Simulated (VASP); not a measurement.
# AlN (R-3m) in VASP: a series of runs, part 2 of 2

VASP 6.6.1. Earlier steps stand in the parts before.

### Step 3. Single point, PBEsol

Contents of INCAR:

```
SYSTEM = AlN
ALGO = Normal
EDIFF = 1E-6
ENCUT = 520
GGA = PS
ISIF = 2
ISMEAR = 0
LASPH = .True.
LCHARG = .False.
LREAL = .False.
LWAVE = .False.
NBANDS = 11
NELM = 100
PREC = Accurate
SIGMA = 0.05
```

Contents of KPOINTS:

```
k-points
0
Gamma
  10 10 10
  0 0 0
```

Contents of POSCAR:

```
AlN
1.0
    0.1154292807      2.1840543826      2.1840543826
    2.1840543826      0.1154292807      2.1840543826
    2.1840543826      2.1840543826      0.1154292807
Al N
1 1
Direct
    0.5000000000      0.5000000000      0.5000000000
    0.0000000000      0.0000000000      0.0000000000
```

Potentials or basis: VASP PAW PBE potentials, release 64 (Al, N).

Launch:

```
$ cat potpaw_PBE.64/Al/POTCAR potpaw_PBE.64/N/POTCAR > POTCAR
$ mpirun -np 1 vasp_std > vasp.out
```

OUTCAR:

```text
SYSTEM = AlN
   EDIFF = 1E-6
   ENCUT = 520
   GGA = PS
   ISIF = 2
   ISMEAR = 0
   LASPH = .True.
   LREAL = .False.
   NELM = 100
   PREC = Accurate

 ion  position               nearest neighbor table
   1  0.500  0.500  0.500-   2 2.13   2 2.13   2 2.13   2 2.13   2 2.13   2 2.13
   2  0.000  0.000  0.000-   1 2.13   1 2.13   1 2.13   1 2.13   1 2.13   1 2.13

  LATTYP: Found a trigonal (rhomboedric) cell.
 ALAT       =     3.0908754441
 COS(alpha) =     0.5520798786

  Lattice vectors:

 A1 = (   0.1154292807,   2.1840543826,   2.1840543826)
 A2 = (   2.1840543826,   0.1154292807,   2.1840543826)
 A3 = (   2.1840543826,   2.1840543826,   0.1154292807)

Analysis of symmetry for initial positions (statically):
=====================================================================
 Subroutine PRICEL returns:
 Original cell was already a primitive cell.

 Routine SETGRP: Setting up the symmetry group for a
 trigonal (rhombohedral) supercell.

 Subroutine GETGRP returns: Found 12 space group operations
 (whereof 12 operations were pure point group operations)
 out of a pool of 12 trial point group operations.

The static configuration has the point symmetry D_3d.

[... 164 lines left out ...]
 fundamental gap:      2.5774832273
 Fermi energy:         8.7047527625

 k-point     1 :       0.0000    0.0000    0.0000
  band No.  band energies     occupation
      1      -8.1841      2.00000
      2       7.3602      2.00000
      3       8.4550      2.00000
      4       8.4550      2.00000
      5      11.4770      0.00000
      6      18.5464      0.00000
      7      20.3497      0.00000
      8      20.3497      0.00000
      9      23.3116      0.00000
     10      24.6541      0.00000
     11      24.6642      0.00000
[... 309 lines left out ...]
 k-point    24 :       0.4000    0.3000    0.0000
  band No.  band energies     occupation
      1      -5.6021      2.00000
      2       2.8158      2.00000
      3       5.6454      2.00000
      4       6.0663      2.00000
      5      12.4678      0.00000
      6      15.2295      0.00000
      7      18.3125      0.00000
      8      21.7988      0.00000
      9      22.5094      0.00000
     10      28.1473      0.00000
     11      30.6499      0.00000

 [... further k-points ...]
[... 5 lines left out ...]
  --------------------------------------------------------------------------------------
  -------------------------------------------------------------------------------------
  Total       -3.3988942     -3.3988942     -3.3988942     -1.7471342     -1.7471342     -1.7471342
  in kB     -283.8335855   -283.8335855   -283.8335855   -145.8990288   -145.8990288   -145.8990288
  external PRESSURE =    -283.8335855 kB  Pullay stress =       0.0000000 kB

 VOLUME and BASIS-vectors are now :
 -----------------------------------------------------------------------------
  energy-cutoff  :      520.00
  volume of cell :       19.19
      direct lattice vectors                 reciprocal lattice vectors
     0.115429281  2.184054383  2.184054383    -0.247929200  0.235483671  0.235483671
     2.184054383  0.115429281  2.184054383     0.235483671 -0.247929200  0.235483671
     2.184054383  2.184054383  0.115429281     0.235483671  0.235483671 -0.247929200

 POSITION                                       TOTAL-FORCE (eV/Angst)
 -----------------------------------------------------------------------------------
      2.24177      2.24177      2.24177        -0.000000      0.000000     -0.000000
      0.00000      0.00000      0.00000         0.000000     -0.000000      0.000000
 -----------------------------------------------------------------------------------
    total drift:                                0.000000     -0.000000     -0.000000

  FREE ENERGIE OF THE ION-ELECTRON SYSTEM (eV)
  ---------------------------------------------------
  free  energy   TOTEN  =       -15.0430610351 eV

  energy  without entropy=      -15.0430610351  energy(sigma->0) =      -15.04306104
```

OSZICAR:

```text
N       E                     dE             d eps       ncg     rms          rms(c)
DAV:   1     0.495813640925E+01    0.49581E+01   -0.39039E+03  2568   0.658E+02
DAV:   2    -0.159111247172E+02   -0.20869E+02   -0.20103E+02  3293   0.116E+02
DAV:   3    -0.165628803554E+02   -0.65176E+00   -0.65048E+00  3077   0.185E+01
DAV:   4    -0.165650577377E+02   -0.21774E-02   -0.21772E-02  2840   0.119E+00
DAV:   5    -0.165650756102E+02   -0.17872E-04   -0.17872E-04  3014   0.110E-01    0.677E+00
DAV:   6    -0.150814422800E+02    0.14836E+01   -0.75053E+00  2876   0.134E+01    0.245E+00
DAV:   7    -0.150604841900E+02    0.20958E-01   -0.11217E-01  2804   0.267E+00    0.163E+00
DAV:   8    -0.150435807481E+02    0.16903E-01   -0.23221E-02  2690   0.128E+00    0.362E-01
DAV:   9    -0.150430451134E+02    0.53563E-03   -0.21472E-03  2984   0.272E-01    0.153E-01
DAV:  10    -0.150430646942E+02   -0.19581E-04   -0.11214E-04  2814   0.783E-02    0.322E-02
DAV:  11    -0.150430612256E+02    0.34686E-05   -0.62221E-06  2891   0.163E-02    0.707E-03
DAV:  12    -0.150430610351E+02    0.19051E-06   -0.17963E-07  1440   0.357E-03
   1 F= -.15043061E+02 E0= -.15043061E+02  d E =-.829389E-15
```

Run time: 25 s. Hardware: 1 thread of Intel Xeon 8259CL, shared host; peak memory 0.15 GiB.

Results:

```yaml
Free_energy: -15.0431 eV
Pressure: -28.4 GPa
Band_gap_on_the_k_mesh: 2.58 eV, indirect (least direct gap 3.02 eV)
```

Levels at points of the mesh, in eV from the valence-band top:
| k point | band 2 | band 3 | band 4 | band 5 | band 6 | band 7 |
| --- | --- | --- | --- | --- | --- | --- |
| (0.00, 0.00, 0.00) | -1.09 | 0.00 | 0.00 | 3.02 | 10.09 | 11.89 |
| (0.50, 0.00, 0.00) | -7.64 | -1.68 | -1.01 | 4.26 | 8.88 | 9.43 |
| (0.50, 0.50, 0.00) | -6.85 | -3.29 | -2.31 | 2.58 | 5.28 | 11.47 |
| (0.50, 0.50, 0.50) | -8.41 | -0.70 | -0.70 | 5.74 | 10.07 | 10.51 |

Caveat: the PAW data sets were made with another functional, which shifts forces and pressure a little. A k mesh can miss the band edges.

### Step 4. Single point, PBEsol

This run uses another cell than the first one, of 6.95 Å³/atom, 0.724 times its volume.

Contents of INCAR:

```
SYSTEM = AlN
PREC = Accurate
ENCUT = 520
EDIFF = 1E-6
ISMEAR = 0
SIGMA = 0.05
LREAL = .FALSE.
LASPH = .TRUE.
NELM = 80
ALGO = Normal
ISIF = 2
LWAVE = .FALSE.
LCHARG = .FALSE.
GGA = PS
NBANDS = 11
```

Contents of KPOINTS:

```
regular mesh
0
G
  10 10 10
  0 0 0
```

Contents of POSCAR:

```
AlN
1.0
   -0.1504329329      1.8359174137      1.8359174137
    1.8359174137     -0.1504329329      1.8359174137
    1.8359174137      1.8359174137     -0.1504329329
Al N
1 1
Direct
    0.5000000000      0.5000000000      0.5000000000
    0.0000000000      0.0000000000      0.0000000000
```

Launch:

```
$ cat potpaw_PBE.64/Al/POTCAR potpaw_PBE.64/N/POTCAR > POTCAR
$ mpirun -np 1 vasp_std > vasp.out
```

It took 13 s on 1 thread of AMD EPYC 7R43 (Zen 3), shared host; peak memory 0.1 GiB.

The run converged. Its results:

* Free energy: -14.6833 eV
* Pressure: 65.8 GPa
* Band gap on the k mesh: 2.92 eV, indirect (least direct gap 6.21 eV)

Stress tensor (GPa, compression positive):
```
65.83 26.89 26.89
26.89 65.83 26.89
26.89 26.89 65.83
```

Levels at points of the mesh, in eV from the valence-band top:
```
           k point  band 2  band 3  band 4  band 5  band 6  band 7
(0.00, 0.00, 0.00)   -1.59   -1.59    0.00    6.65   10.10   10.10
(0.50, 0.00, 0.00)  -10.92   -2.66   -1.54    6.38   11.20   13.58
(0.50, 0.50, 0.00)   -9.73   -5.29   -3.29    2.92    6.13   14.37
(0.50, 0.50, 0.50)   -9.76   -3.45   -3.45    4.31    9.24    9.24
```

Caveat: the PAW data sets were made with another functional, which shifts forces and pressure a little. A k mesh can miss the band edges.

### Step 5. Overview

```csv
cell,gap on the mesh (eV),pressure (GPa)
"a = 3.138 Å, angles 54.8°, 2 atoms",2.09,-27.6
"a = 3.091 Å, angles 56.5°, 2 atoms",2.58,-28.4
"a = 2.601 Å, angles 65.4°, 2 atoms",2.92,65.8
```

Alike in all rows: task single point; level PBEsol; potentials or basis VASP PAW PBE potentials, release 64 (Al, N); no spin polarisation; k mesh 10 × 10 × 10; cutoff (eV) 520; smearing gaussian 0.05 eV.

Caveats: the PAW data sets were made with another functional, which shifts forces and pressure a little.

Absolute energies hang on the potentials; compare differences alone.
